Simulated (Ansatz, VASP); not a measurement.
**CaO in VASP and in Ansatz**

```
Ca O
1.0
    -0.00599    2.39755    2.39755
     2.39755   -0.00599    2.39755
     2.39156    2.39156    0.00000
Ca O
1 1
Direct
  0.00000 0.00000 0.00000
  0.50000 0.50000 0.50000
```

Change from the starting cell: shear_xy strain -0.5%.

Alike in both runs: task single point; functional PBE; k mesh 10 × 10 × 10; occupations fermi-dirac, width 0.02 eV; no spin polarisation.

```csv
,VASP,Ansatz
version,VASP 6.6.1,Ansatz 0.2.0
potentials or method,"VASP PAW PBE potentials, release 64 (Ca_sv, O)","plane waves, PAW"
plane-wave cutoff (eV),520,420
valence electrons in the cell,16,16
```

```csv
,VASP,Ansatz,Ansatz less VASP
gap on the k mesh at the Fermi level (eV),3.62,3.64,+0.020
pressure (GPa),3.1,2.5,-0.59
"traceless stress, the component that is largest in VASP (GPa)",0.38,0.38,+0.004
```
